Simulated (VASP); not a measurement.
# Al32H (a cell with a defect) in VASP: notebook, part 2 of 3

VASP 6.6.1. The steps go on from the part before.

## Step 3: Single point, PBE

INCAR reads:

```
SYSTEM = Al32H
ALGO = Normal ; EDIFF = 1E-7
ENCUT = 520 ; GGA = PE
ISIF = 2 ; ISMEAR = -1
LASPH = .True. ; LCHARG = .True.
LELF = .True. ; LREAL = Auto
LVHAR = .True. ; LWAVE = .False.
NBANDS = 70 ; NELM = 60
PREC = Accurate ; SIGMA = 0.1
```

KPOINTS reads:

```
k-points
0
Gamma
  2 2 2
  0 0 0
```

POSCAR reads:

```
Al32H
1.0
    8.1000000000      0.0000000000      0.0000000000
    0.0000000000      8.1000000000      0.0000000000
    0.0000000000      0.0000000000      8.1000000000
Al H
32 1
Direct
    0.4910493827      0.0022962963      0.0544444444
    0.7333456790      0.2322098765     -0.0439629630
    0.7556296296      0.0587160494      0.2367530864
    0.0070246914     -0.0060493827      0.0144197531
    0.2270617284      0.2525185185      0.0095555556
    0.4967530864      0.4714567901     -0.0123827160
    0.7559506173      0.7894691358      0.0057654321
    0.2143333333      0.0127654321      0.2559012346
    0.4619259259      0.2647407407      0.2379876543
    0.7204814815      0.5170000000      0.2200864198
    0.4779506173      0.0084197531      0.4935432099
    0.7982592593      0.2437407407      0.4835802469
    0.7711975309      0.0156419753      0.7356913580
    0.0448395062      0.5524444444     -0.0023827160
    0.2622469136      0.7730493827     -0.0159382716
   -0.0167654321      0.3090370370      0.2051481481
    0.2580864198      0.5017777778      0.2613703704
    0.4237283951      0.7613950617      0.2666543210
   -0.0194444444     -0.0423456790      0.4673580247
    0.1702222222      0.1972962963      0.5102469136
    0.5640000000      0.4579629630      0.5024320988
    0.7717283951      0.7316790123      0.5438395062
    0.2677777778     -0.0135555556      0.7685432099
    0.4592469136      0.2405802469      0.7557901235
    0.7873827160      0.5065061728      0.7963086420
   -0.0224320988      0.7445925926      0.2569135802
   -0.0058024691      0.5024814815      0.4697037037
    0.3039382716      0.7482222222      0.5379012346
    0.0146419753      0.3142098765      0.8131111111
    0.2725061728      0.4632222222      0.6579012346
    0.5124444444      0.6871234568      0.7839753086
    0.0400864198      0.7084938272      0.7292962963
    0.6175308642      0.6814567901      0.1461728395
```

Potentials or basis: VASP PAW PBE potentials, release 64 (Al, H).

The run is started by

```console
$ cat potpaw_PBE.64/Al/POTCAR potpaw_PBE.64/H/POTCAR > POTCAR
$ mpirun -np 1 vasp_std > vasp.out
```

OUTCAR:

```text
SYSTEM = Al32H
   EDIFF = 1E-7
   ENCUT = 520
   GGA = PE
   ISIF = 2
   ISMEAR = -1
   LASPH = .True.
   LREAL = Auto
   NELM = 60
   PREC = Accurate

 ion  position               nearest neighbor table
   1  0.491  0.002  0.054-   9 2.60   3 2.64  18 2.66  15 2.68   8 2.77   7 2.78   2 2.82  23 2.94
                             5 2.97  24 3.11
   2  0.733  0.232  0.956-  13 2.52  25 2.61  29 2.64   3 2.68   6 2.74  24 2.75   1 2.82  16 2.93
                             4 2.98  10 3.15   9 3.18
   3  0.756  0.059  0.237-  12 2.52   1 2.64   2 2.68  19 2.73  16 2.75   4 2.77   7 2.87   9 2.91
                            11 3.09  26 3.12
   4  0.007  0.994  0.014-   8 2.58   7 2.62  15 2.75   5 2.75   3 2.77  26 2.83  23 2.90  13 2.96
                             2 2.98  16 2.99  29 3.06  32 3.28
   5  0.227  0.253  0.010-  29 2.40  16 2.57   9 2.66   4 2.75   8 2.79  24 2.79   6 2.82  14 2.84
                            17 2.88  23 2.93   1 2.97  30 3.34
   6  0.497  0.471  0.988-  31 2.41  10 2.64   9 2.64  24 2.67   2 2.74   5 2.82  25 2.83  17 2.95
                            15 3.09  30 3.23  18 3.31   7 3.33
   7  0.756  0.789  0.006-  33 1.82   4 2.62  26 2.74   1 2.78  31 2.79  10 2.82  13 2.86  25 2.86
                             3 2.87  14 3.03  32 3.28   6 3.33
   8  0.214  0.013  0.256-  20 2.57   4 2.58  19 2.59  18 2.65   1 2.77   5 2.79   9 2.87  11 2.88
[... 787 lines left out ...]
     60      10.5949      0.00000
 [bands above 60 left out]

------------------------ aborting loop because EDIFF is reached ----------------------------------------

  FORCE on cell =-STRESS in cart. coord.  units (eV):
  Direction    XX          YY          ZZ          XY          YZ          ZX
  --------------------------------------------------------------------------------------
  -------------------------------------------------------------------------------------
  Total       22.5387255     30.7372925     25.5680109      4.1083872     -1.1902577      0.9934322
  in kB       67.9492832     92.6661535     77.0819103     12.3858808     -3.5883644      2.9949788
  external PRESSURE =      79.2324490 kB  Pullay stress =       0.0000000 kB

 VOLUME and BASIS-vectors are now :
 -----------------------------------------------------------------------------
  energy-cutoff  :      520.00
  volume of cell :      531.44
      direct lattice vectors                 reciprocal lattice vectors
     8.100000000  0.000000000  0.000000000     0.123456790  0.000000000  0.000000000
     0.000000000  8.100000000  0.000000000     0.000000000  0.123456790  0.000000000
     0.000000000  0.000000000  8.100000000     0.000000000  0.000000000  0.123456790

 POSITION                                       TOTAL-FORCE (eV/Angst)
 -----------------------------------------------------------------------------------
      3.97750      0.01860      0.44100         0.016946     -0.016020     -0.978118
      5.94010      1.88090      7.74390        -0.283293      0.268947      1.067452
      6.12060      0.47560      1.91770        -0.319652     -0.844346     -0.151929
      0.05690      8.05100      0.11680        -0.208916      0.444774     -0.869283
      1.83920      2.04540      0.07740         1.532775     -0.368570      0.323396
      4.02370      3.81880      7.99970        -0.691848     -0.465745      0.551783
[... 25 lines left out ...]
      0.32470      5.73880      5.90730         0.133239      0.951010     -0.136565
      5.00200      5.51980      1.18400        -0.517871      0.417839     -0.015451
 -----------------------------------------------------------------------------------
    total drift:                                0.011291      0.001870     -0.000448

  FREE ENERGIE OF THE ION-ELECTRON SYSTEM (eV)
  ---------------------------------------------------
  free  energy   TOTEN  =      -115.9746093552 eV

  energy  without entropy=     -115.6051252023  energy(sigma->0) =     -115.78986728
```

Wall time 4.5 min (1 thread of Intel Xeon 6975P-C (Granite Rapids), shared host); peak memory 0.55 GiB.

Results:

| Property | Result |
| --- | --- |
| Free energy | -115.9746 eV |
| Pressure | 7.9 GPa |
| Largest force | 2.753 eV/Å |

Forces in eV/Å, atoms in the order of the input:
```
Al   0.017 -0.016 -0.978
Al  -0.283  0.269  1.067
Al  -0.320 -0.844 -0.152
Al  -0.209  0.445 -0.869
Al   1.533 -0.369  0.323
Al  -0.692 -0.466  0.552
Al   0.025 -0.030 -0.407
Al   0.378  0.042 -0.408
Al   0.837 -0.406  0.848
Al   0.814 -0.720  0.471
Al   0.822  0.613 -0.101
Al   0.088 -0.156  0.759
Al  -0.128 -0.735 -0.356
Al  -0.412  0.092  1.057
Al   0.103 -0.660  0.848
Al  -0.336 -0.728  0.236
Al  -0.615 -0.031  0.280
Al   1.647  0.145 -0.868
Al  -0.214  0.442  1.335
Al   0.483  0.947  0.259
Al  -0.539  0.631  0.189
Al  -1.165 -0.005 -0.404
Al  -0.467  0.427 -0.554
Al   1.096 -0.651 -0.080
Al  -1.286  0.758 -0.422
Al   0.320 -0.286 -0.838
Al   0.214 -0.249  0.448
Al  -1.007  0.047  0.407
Al  -0.067 -1.923 -1.969
Al  -0.457  0.484  0.595
Al   0.205  1.562 -1.118
Al   0.133  0.951 -0.137
H   -0.518  0.418 -0.015
```

Caveat: the k points lie up to 0.39 Å⁻¹ apart.

## Step 4: Single point, PBE

INCAR reads:

```
PREC = Accurate
ENCUT = 520
EDIFF = 1E-6
ISMEAR = -1
SIGMA = 0.1
LREAL = Auto
LASPH = T
NELM = 80
ALGO = Normal
ISIF = 2
LWAVE = F
LCHARG = F
GGA = PE
NBANDS = 70
```

KPOINTS reads:

```
regular mesh
0
Gamma
  2 2 2
```

POSCAR reads:

```
Al32H
1.0
    8.1000000000      0.0000000000      0.0000000000
    0.0000000000      8.1000000000      0.0000000000
    0.0000000000      0.0000000000      8.1000000000
Al H
32 1
Direct
    0.4869876543      0.0004074074      0.0049012346
    0.7045185185      0.2537777778     -0.0038888889
    0.7495925926      0.0350000000      0.2356172840
   -0.0200864198      0.0203580247     -0.0381728395
    0.2776296296      0.2359876543      0.0175555556
    0.4508148148      0.4716790123     -0.0160000000
    0.7463333333      0.7965185185      0.0000740741
    0.2231851852      0.0192222222      0.2619876543
    0.4906049383      0.2631358025      0.2916419753
    0.7028148148      0.5352592593      0.1997160494
    0.5405802469      0.0233580247      0.4897530864
    0.8251975309      0.2346666667      0.5131728395
    0.7511111111      0.0013580247      0.7368518519
    0.0369135802      0.5441111111      0.0086172840
    0.2777530864      0.7400987654      0.0081728395
   -0.0289012346      0.2736296296      0.1754074074
    0.2444444444      0.5098271605      0.3069629630
    0.4974938272      0.7676790123      0.2484691358
   -0.0340617284     -0.0505308642      0.5250617284
    0.1527283951      0.2121234568      0.4988395062
    0.5768271605      0.4505925926      0.5107160494
    0.7218888889      0.7069629630      0.4993703704
    0.2293333333      0.0074567901      0.7751111111
    0.5133333333      0.1813827160      0.7527160494
    0.7623333333      0.5335679012      0.8049876543
   -0.0200740741      0.7504320988      0.2342469136
   -0.0076049383      0.5056296296      0.4925185185
    0.2874074074      0.7571234568      0.5290987654
    0.0065061728      0.2481975309      0.7641234568
    0.2956419753      0.4523827160      0.6618024691
    0.5196666667      0.7529382716      0.7592098765
    0.0324691358      0.7641728395      0.7367037037
    0.7773209877      0.9107037037      0.5272839506
```

The run is started by

```console
$ cat potpaw_PBE.64/Al/POTCAR potpaw_PBE.64/H/POTCAR > POTCAR
$ mpirun -np 1 vasp_std > vasp.out
```

Wall time 3 min (1 thread of Intel Xeon 6975P-C (Granite Rapids), shared host); peak memory 0.55 GiB.

The run converged. Its results:

```
Free energy   : -115.5376 eV
Pressure      : 7.6 GPa
Largest force : 3.907 eV/Å
```

Forces in eV/Å, atoms in the order of the input:
```
Al   0.135 -0.681  0.834
Al   0.300  0.141 -0.053
Al   0.197 -0.444  0.221
Al   0.020 -0.878  1.842
Al  -1.577 -0.304  0.066
Al   1.002  1.249 -0.364
Al   0.164 -0.287  0.089
Al   0.188 -0.833 -0.398
Al  -0.525 -0.423 -1.597
Al   0.916 -0.955  0.154
Al  -1.101 -1.170 -0.497
Al  -1.314  0.287 -1.108
Al   0.259 -0.519  1.205
Al  -0.382 -1.030 -0.977
Al  -0.436  0.891 -0.260
Al   0.546  0.232  0.972
Al   0.790 -0.176 -0.755
Al  -0.435  0.533  0.453
Al   2.824  0.728 -2.599
Al   1.218  0.209 -0.908
Al  -0.377 -0.344  0.796
Al   0.858  0.857 -0.344
Al   1.335 -0.066 -0.733
Al  -1.402  2.194 -0.515
Al   0.350 -0.620 -0.471
Al   0.118  0.868  1.023
Al  -0.504  0.727  0.443
Al   0.023  0.534 -0.591
Al  -0.113  1.667  1.126
Al  -0.426  0.125  0.981
Al  -0.634 -0.062  0.272
Al  -0.254 -2.304  1.819
H   -1.765 -0.146 -0.129
```

Stress tensor (GPa, compression positive):
```
 7.05  1.11  0.21
 1.11  9.10 -0.05
 0.21 -0.05  6.58
```

Levels at points of the mesh, in eV from the Fermi level:
```tsv
k point	band 44	band 45	band 46	band 47	band 48	band 49	band 50	band 51	band 52	band 53
(0.00, 0.00, 0.00)	-0.31	-0.22	-0.16	0.04	0.14	0.24	0.40	0.60	0.66	0.82
(0.50, 0.00, 0.00)	-0.80	-0.54	-0.32	-0.29	-0.05	0.00	0.15	0.25	0.52	0.69
(0.00, 0.50, 0.00)	-0.79	-0.47	-0.37	-0.19	-0.01	0.01	0.14	0.28	0.39	0.54
(0.00, 0.00, 0.50)	-0.84	-0.53	-0.31	-0.13	-0.10	-0.05	0.09	0.24	0.34	0.62
(0.50, 0.50, 0.00)	-1.06	-0.69	-0.47	-0.36	-0.13	0.53	0.63	0.69	0.81	1.08
(0.00, 0.50, 0.50)	-0.98	-0.83	-0.62	-0.47	-0.33	0.64	0.77	0.83	0.88	0.96
(0.50, 0.00, 0.50)	-0.96	-0.67	-0.53	-0.25	-0.16	0.59	0.72	0.82	0.87	1.01
(0.50, 0.50, 0.50)	-0.64	-0.59	-0.53	-0.47	-0.44	-0.31	-0.25	-0.22	-0.15	-0.07
```

Caveat: the k points lie up to 0.39 Å⁻¹ apart.

## Step 5: Single point, PBE

INCAR reads:

```
SYSTEM = Al32H
PREC     = Accurate       ! precision mode
ENCUT    = 520            ! plane-wave cutoff, eV
EDIFF    = 1E-6           ! SCF threshold, eV
ISMEAR   = -1             ! smearing method
SIGMA    = 0.1            ! smearing width, eV
LREAL    = Auto         
LASPH    = .True.         ! aspherical terms in the spheres
NELM     = 60             ! most SCF steps
ALGO     = Normal         ! electronic algorithm
ISIF     = 2              ! what is computed and relaxed
LWAVE    = .False.        ! write WAVECAR
LCHARG   = .True.         ! write CHGCAR
GGA      = PE             ! functional
LELF     = .True.         ! ELF
LVHAR    = .True.       
NBANDS   = 70             ! bands
```

KPOINTS reads:

```
Automatic mesh
0
Gamma
  2 2 2
  0 0 0
```

POSCAR reads:

```
Al32H
1.0
    8.1000000000      0.0000000000      0.0000000000
    0.0000000000      8.1000000000      0.0000000000
    0.0000000000      0.0000000000      8.1000000000
Al H
32 1
Direct
    0.4979382716     -0.0040370370      0.0031111111
    0.7008518519      0.2764938272      0.0160493827
    0.7594197531      0.0015432099      0.2374691358
   -0.0061851852     -0.0014074074      0.0216790123
    0.2388395062      0.2303580247      0.0110617284
    0.4677160494      0.5270370370     -0.0297160494
    0.7477407407      0.7455185185      0.0113950617
    0.2551975309     -0.0332962963      0.2276296296
    0.4811975309      0.2568888889      0.2407407407
    0.7672469136      0.5059629630      0.2345061728
    0.4905432099     -0.0210740741      0.4926913580
    0.7824197531      0.2407283951      0.4742098765
    0.7803827160     -0.0363209877      0.7630370370
    0.0024074074      0.4701481481     -0.0089135802
    0.2357037037      0.7614074074      0.0223333333
   -0.0117901235      0.2509753086      0.2388518519
    0.2648765432      0.5045555556      0.2875185185
    0.5236666667      0.7773580247      0.2333456790
    0.0367037037     -0.0237901235      0.4926913580
    0.2250246914      0.2451728395      0.4449259259
    0.5366296296      0.4540246914      0.5323456790
    0.7576913580      0.7465679012      0.4749382716
    0.2591851852      0.0199259259      0.7242345679
    0.5238888889      0.2443827160      0.7420987654
    0.7321975309      0.5243456790      0.7706666667
    0.0031481481      0.7651234568      0.2369259259
   -0.0208641975      0.5340493827      0.5425555556
    0.2550123457      0.7766049383      0.4824074074
   -0.0032469136      0.2639259259      0.7681481481
    0.2418148148      0.4939012346      0.7392222222
    0.4643827160      0.7748888889      0.7513703704
    0.0021851852      0.7235679012      0.8077654321
    0.8158024691      0.9907777778      0.4748148148
```

The run is started by

```console
$ cat potpaw_PBE.64/Al/POTCAR potpaw_PBE.64/H/POTCAR > POTCAR
$ mpirun -np 1 vasp_std > vasp.out
```

Wall time 9 min (1 thread of Intel Xeon 8259CL, shared host); peak memory 0.57 GiB.

The run converged. Its results:

```
Free energy   : -117.5003 eV
Pressure      : 5.5 GPa
Largest force : 2.705 eV/Å
```

Forces in eV/Å, atoms in the order of the input:
```
Al   0.231  0.503 -0.827
Al   0.893 -0.554 -0.681
Al  -0.489  0.428  0.244
Al   0.003  0.537 -1.336
Al   0.356  0.331 -0.437
Al   0.088 -0.486  1.037
Al  -0.133  0.174 -0.206
Al   0.356  2.382  1.230
Al   0.419 -0.235  0.485
Al  -0.456  0.020  0.821
Al   1.114  1.305 -0.224
Al  -0.419 -0.055  0.871
Al  -0.509  0.733 -0.485
Al   0.054  0.683  1.338
Al   0.774 -1.401 -1.618
Al   0.199  0.096 -0.501
Al  -0.212  1.014 -0.941
Al  -0.623 -1.386  0.636
Al  -1.435  1.026  0.370
Al   0.392 -0.602  1.579
Al  -0.711  1.505 -1.810
Al  -0.721  0.400  0.536
Al  -0.562  0.453  0.891
Al  -0.287 -1.268  0.867
Al   0.431 -0.154  0.082
Al  -0.570 -1.372  0.748
Al   0.648 -0.820 -0.805
Al   0.405 -2.291  0.606
Al  -0.467 -1.313 -1.156
Al   0.423 -0.115 -0.349
Al   0.731 -0.677  0.039
Al   0.245  1.093 -1.129
H   -0.168  0.045  0.123
```

Stress tensor (GPa, compression positive):
```
 4.62 -0.68 -0.14
-0.68  5.85  0.01
-0.14  0.01  6.17
```

Levels at points of the mesh, in eV from the Fermi level:
| k point | band 44 | band 45 | band 46 | band 47 | band 48 | band 49 | band 50 | band 51 | band 52 | band 53 |
| --- | --- | --- | --- | --- | --- | --- | --- | --- | --- | --- |
| (0.00, 0.00, 0.00) | -0.29 | -0.10 | -0.10 | 0.04 | 0.21 | 0.27 | 0.34 | 0.74 | 0.81 | 0.90 |
| (0.50, 0.00, 0.00) | -0.86 | -0.48 | -0.32 | -0.27 | -0.09 | -0.06 | 0.13 | 0.27 | 0.38 | 0.49 |
| (0.00, 0.50, 0.00) | -0.87 | -0.57 | -0.44 | -0.25 | -0.18 | 0.08 | 0.14 | 0.25 | 0.32 | 0.71 |
| (0.00, 0.00, 0.50) | -0.78 | -0.57 | -0.41 | -0.23 | -0.18 | 0.03 | 0.09 | 0.29 | 0.58 | 0.80 |
| (0.50, 0.50, 0.00) | -0.95 | -0.68 | -0.38 | -0.35 | -0.16 | 0.65 | 0.79 | 0.90 | 0.91 | 0.96 |
| (0.00, 0.50, 0.50) | -0.98 | -0.61 | -0.39 | -0.23 | -0.09 | 0.67 | 0.79 | 0.86 | 0.95 | 0.98 |
| (0.50, 0.00, 0.50) | -0.98 | -0.65 | -0.37 | -0.32 | -0.14 | 0.63 | 0.68 | 0.80 | 0.90 | 0.95 |
| (0.50, 0.50, 0.50) | -0.63 | -0.57 | -0.46 | -0.42 | -0.37 | -0.32 | -0.29 | -0.18 | -0.13 | -0.08 |

Caveat: the k points lie up to 0.39 Å⁻¹ apart.

(Continued in part 3 of 3.)
